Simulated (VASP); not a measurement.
# Pt in VASP: a series of runs, part 2 of 2

VASP 6.6.1. The steps go on from the part before.

### Step 3. Single point, PBE, non-collinear spin, zero start, spin-orbit coupling

Input file INCAR:

```
SYSTEM = Pt
PREC     = Accurate       ! precision mode
ENCUT    = 520            ! plane-wave cutoff, eV
EDIFF    = 1E-6           ! SCF threshold, eV
ISMEAR   = -1             ! smearing method
SIGMA    = 0.1            ! smearing width, eV
LREAL    = .FALSE.        ! projectors in reciprocal space
LASPH    = .TRUE.         ! aspherical terms in the spheres
NELM     = 150            ! most SCF steps
ALGO     = Normal         ! electronic algorithm
ISIF     = 2              ! what is computed and relaxed
LWAVE    = .FALSE.        ! write WAVECAR
LCHARG   = .FALSE.        ! write CHGCAR
LNONCOLLINEAR= .TRUE.         ! non-collinear magnetism
MAGMOM   = 0 0 0 0 0 0    ! initial moments
LORBIT   = 11             ! projections on sites
LSORBIT  = .TRUE.         ! spin-orbit coupling
GGA_COMPAT= .FALSE.      
LORBMOM  = .TRUE.       
LMAXMIX  = 4              ! l up to which the mixer works
GGA      = PE             ! functional
NBANDS   = 32             ! bands
KPAR     = 4
```

Input file KPOINTS:

```
Automatic mesh
0
G
  12 12 9
  0 0 0
```

Input file POSCAR:

```
Pt
1.0
   -2.1372541214      2.4924901351      1.3402253331
    2.4924901351     -2.1372541214      1.3402253331
    2.6007974853      2.6007974853     -0.6896099236
Pt
2
Direct
    0.0160877053      0.9839122947      0.0000000000
    0.7339122947      0.2660877053      0.5000000000
```

Potentials or basis: VASP PAW PBE potentials, release 64 (Pt).

The run is started by

```
$ cat potpaw_PBE.64/Pt/POTCAR > POTCAR
$ mpirun -np 4 vasp_ncl > vasp.out
```

OUTCAR:

```text
SYSTEM = Pt
   PREC = Accurate
   ENCUT = 520
   EDIFF = 1E-6
   ISMEAR = -1
   LREAL = .FALSE.
   LASPH = .TRUE.
   NELM = 150
   ISIF = 2
   LNONCOLLINEAR = .TRUE.
   LORBIT = 11
   LSORBIT = .TRUE.
   GGA = PE

 ion  position               nearest neighbor table
   1  0.016  0.984  0.000-   2 2.63   2 2.63   2 2.72   2 2.72   2 2.72   2 2.72
   2  0.734  0.266  0.500-   1 2.63   1 2.63   1 2.72   1 2.72   1 2.72   1 2.72

  LATTYP: Found a base centered monoclinic cell.
 ALAT       =     2.7271232141
 B/A-ratio  =     2.4008622288
 C/A-ratio  =     1.3722052384
 COS(beta)  =    -0.0000658004

  Lattice vectors:

 A1 = (  -2.1372541214,   2.4924901351,   1.3402253331)
 A2 = (   2.4924901351,  -2.1372541214,   1.3402253331)
 A3 = (   2.6007974853,   2.6007974853,  -0.6896099236)

Analysis of symmetry for initial positions (statically):
=====================================================================
 Subroutine PRICEL returns:
 Original cell was already a primitive cell.

 Routine SETGRP: Setting up the symmetry group for a
 base centered monoclinic supercell.

 Subroutine GETGRP returns: Found  4 space group operations
 (whereof  2 operations were pure point group operations)
 out of a pool of  4 trial point group operations.

The static configuration has the point symmetry C_2 .
 The point group associated with its full space group is C_2h.

Analysis of symmetry for dynamics (positions and initial velocities):
=====================================================================
 Subroutine PRICEL returns:
 Original cell was already a primitive cell.

 Routine SETGRP: Setting up the symmetry group for a
 base centered monoclinic supercell.

 Subroutine GETGRP returns: Found  4 space group operations
 (whereof  2 operations were pure point group operations)
 out of a pool of  4 trial point group operations.

The dynamic configuration has the point symmetry C_2 .
 The point group associated with its full space group is C_2h.

Analysis of structural, dynamic, and magnetic symmetry:
=====================================================================
 Subroutine PRICEL returns:
 Original cell was already a primitive cell.

 Routine SETGRP: Setting up the symmetry group for a
 base centered monoclinic supercell.

 Subroutine GETGRP returns: Found  4 space group operations
 (whereof  2 operations were pure point group operations)
 out of a pool of  4 trial point group operations.

The overall configuration has the point symmetry C_2 .
 The point group associated with its full space group is C_2h.

 Subroutine INISYM returns: Found  4 space group operations
 (whereof  2 operations are pure point group operations),
 and found     1 'primitive' translations

----------------------------------------------------------------------------------------

                                     Primitive cell

  volume of cell :      33.4095

  direct lattice vectors                    reciprocal lattice vectors
    -2.137254121  2.492490135  1.340225333    -0.060215811  0.155778841  0.360406771
     2.492490135 -2.137254121  1.340225333     0.155778841 -0.060215811  0.360406771
[... 988 lines left out ...]
  --------------------------------------------------------------------------------------
  -------------------------------------------------------------------------------------
  Total        0.0810294      0.0810294     -0.1724985      0.0010376     -0.0343681     -0.0343681
  in kB        3.8858197      3.8858197     -8.2722800      0.0497598     -1.6481474     -1.6481453
  external PRESSURE =      -0.1668802 kB  Pullay stress =       0.0000000 kB

 VOLUME and BASIS-vectors are now :
 -----------------------------------------------------------------------------
  energy-cutoff  :      520.00
  volume of cell :       33.41
      direct lattice vectors                 reciprocal lattice vectors
    -2.137254121  2.492490135  1.340225333    -0.060215811  0.155778841  0.360406771
     2.492490135 -2.137254121  1.340225333     0.155778841 -0.060215811  0.360406771
     2.600797485  2.600797485 -0.689609924     0.185722375  0.185722375 -0.049227003

 POSITION                                       TOTAL-FORCE (eV/Angst)
 -----------------------------------------------------------------------------------
      2.41801     -2.06277      1.34023        -0.023111      0.023111     -0.000000
      0.39506      2.56097      0.99542         0.023111     -0.023111      0.000000
 -----------------------------------------------------------------------------------
    total drift:                                0.000000     -0.000000      0.000000

  FREE ENERGIE OF THE ION-ELECTRON SYSTEM (eV)
  ---------------------------------------------------
  free  energy   TOTEN  =       -12.6994693847 eV

  energy  without entropy=      -12.6246071898  energy(sigma->0) =      -12.66203829

 orbital moment (x)

 # of ion     p       d       tot
 ----------------------------------------
  1        -0.000   0.000   0.000
  2        -0.000   0.000   0.000
 ----------------------------------------
           -0.000   0.000   0.000

 orbital moment (y)

 # of ion     p       d       tot
 ----------------------------------------
  1         0.000  -0.000  -0.000
  2         0.000  -0.000  -0.000
 ----------------------------------------
            0.000  -0.000  -0.000

 orbital moment (z)

 # of ion     p       d       tot
 ----------------------------------------
  1        -0.000   0.000  -0.000
  2        -0.000   0.000  -0.000
 ----------------------------------------
           -0.000   0.000  -0.000

 Spin-Orbit-Coupling matrix elements

 Ion:    1  E_soc:     -0.7610765
 l=   1
     0.0000000    -0.0325769    -0.0311310
    -0.0325769     0.0000000    -0.0325769
    -0.0311310    -0.0325769     0.0000000
 l=   2
     0.0000000    -0.0209862     0.0000000    -0.0209862    -0.0721648
    -0.0209862     0.0000000    -0.0560160    -0.0229733    -0.0175555
     0.0000000    -0.0560160     0.0000000    -0.0560160     0.0000000
    -0.0209862    -0.0229733    -0.0560160     0.0000000    -0.0175555
    -0.0721648    -0.0175555     0.0000000    -0.0175555     0.0000000
 l=   3
     0.0000000     0.0000000     0.0000000     0.0000000     0.0000000     0.0000000     0.0000000
     0.0000000     0.0000000     0.0000000     0.0000000     0.0000000     0.0000000     0.0000000
     0.0000000     0.0000000     0.0000000     0.0000000     0.0000000     0.0000000     0.0000000
     0.0000000     0.0000000     0.0000000     0.0000000     0.0000000     0.0000000     0.0000000
     0.0000000     0.0000000     0.0000000     0.0000000     0.0000000     0.0000000     0.0000000
     0.0000000     0.0000000     0.0000000     0.0000000     0.0000000     0.0000000     0.0000000
     0.0000000     0.0000000     0.0000000     0.0000000     0.0000000     0.0000000     0.0000000

 Ion:    2  E_soc:     -0.7610765
 l=   1
     0.0000000    -0.0325769    -0.0311310
    -0.0325769     0.0000000    -0.0325769
    -0.0311310    -0.0325769     0.0000000
 l=   2
     0.0000000    -0.0209862     0.0000000    -0.0209862    -0.0721648
    -0.0209862     0.0000000    -0.0560160    -0.0229733    -0.0175555
     0.0000000    -0.0560160     0.0000000    -0.0560160     0.0000000
    -0.0209862    -0.0229733    -0.0560160     0.0000000    -0.0175555
    -0.0721648    -0.0175555     0.0000000    -0.0175555     0.0000000
 l=   3
     0.0000000     0.0000000     0.0000000     0.0000000     0.0000000     0.0000000     0.0000000
     0.0000000     0.0000000     0.0000000     0.0000000     0.0000000     0.0000000     0.0000000
     0.0000000     0.0000000     0.0000000     0.0000000     0.0000000     0.0000000     0.0000000
     0.0000000     0.0000000     0.0000000     0.0000000     0.0000000     0.0000000     0.0000000
     0.0000000     0.0000000     0.0000000     0.0000000     0.0000000     0.0000000     0.0000000
     0.0000000     0.0000000     0.0000000     0.0000000     0.0000000     0.0000000     0.0000000
     0.0000000     0.0000000     0.0000000     0.0000000     0.0000000     0.0000000     0.0000000

 total charge

# of ion       s       p       d       tot
------------------------------------------
    1        0.674   0.561   7.987   9.222
    2        0.674   0.561   7.987   9.222
--------------------------------------------------
tot          1.348   1.122  15.974  18.445

 magnetization (x)

# of ion       s       p       d       tot
------------------------------------------
    1       -0.000  -0.000  -0.000  -0.000
    2       -0.000  -0.000  -0.000  -0.000
--------------------------------------------------
tot         -0.000  -0.000  -0.000  -0.000

 magnetization (y)

# of ion       s       p       d       tot
------------------------------------------
    1        0.000   0.000   0.000   0.000
    2        0.000   0.000   0.000   0.000
--------------------------------------------------
tot          0.000   0.000   0.000   0.000

 magnetization (z)

# of ion       s       p       d       tot
------------------------------------------
    1        0.000   0.000   0.000   0.000
    2        0.000   0.000   0.000   0.000
--------------------------------------------------
tot          0.000   0.000   0.000   0.000
```

Wall time 3.3 min (4 MPI ranks of Oxide Virtual Turin-like, shared host); peak memory 0.59 GiB.

Results:

```yaml
Free_energy: -12.6995 eV
Pressure: 0.0 GPa
Largest_force: 0.033 eV/Å
Net_moment: 0.00 μB per cell
Valence_electrons_inside_the_program's_atomic_spheres: Pt 9.22
```

Forces on the atoms (eV/Å):
```
Pt  -0.023  0.023  0.000
Pt   0.023 -0.023  0.000
```

Stress tensor (GPa, compression positive):
```
 0.39  0.00 -0.16
 0.00  0.39 -0.16
-0.16 -0.16 -0.83
```

Moments on the atoms (μB; x, y, z):
```
Pt  0.00 0.00 0.00
Pt  0.00 0.00 0.00
```
